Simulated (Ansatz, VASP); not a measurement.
Si2W in VASP and in Ansatz

```
Si W
1.0
     4.57609    0.00000    0.00000
    -2.28804    3.96301    0.00000
     0.00000    0.00000    6.60331
Si W
6 3
Cartesian
  2.2880 2.6646 3.3017
  -1.1636 3.3138 5.5028
  1.1636 3.3138 1.1006
  0.0000 1.2984 3.3017
  3.4516 0.6492 5.5028
  1.1245 0.6492 1.1006
  -1.1440 1.9815 1.1006
  1.1440 1.9815 5.5028
  2.2880 0.0000 3.3017
```

Alike in both runs: functional PBEsol; k mesh 12 × 12 × 6; occupations gaussian, width 0.1 eV; no spin polarisation.

Ansatz relaxed the structure, and its values are those at the end. VASP's run is a single point on that final structure, the one shown.

|  | VASP | Ansatz |
| --- | --- | --- |
| version | VASP 6.6.1 | Ansatz 0.2.0 |
| potentials or method | VASP PAW PBE potentials, release 64 (Si, W_sv), cutoff 520 eV | scalar-relativistic, plane waves, PAW |
| valence electrons in the cell | 66 | 66 |

VASP gave:

- gap on the k mesh at the Fermi level (eV): none
- pressure (GPa): 0.3

Task: Estimate Ansatz's values.

Result: gap on the k mesh at the Fermi level (eV): none; pressure (GPa): 0.0.

VASP's potentials were made for PBE, not for PBEsol. A gap of «none» marks a metal or a gap that the smearing closes.

Neither program's run includes spin-orbit coupling.
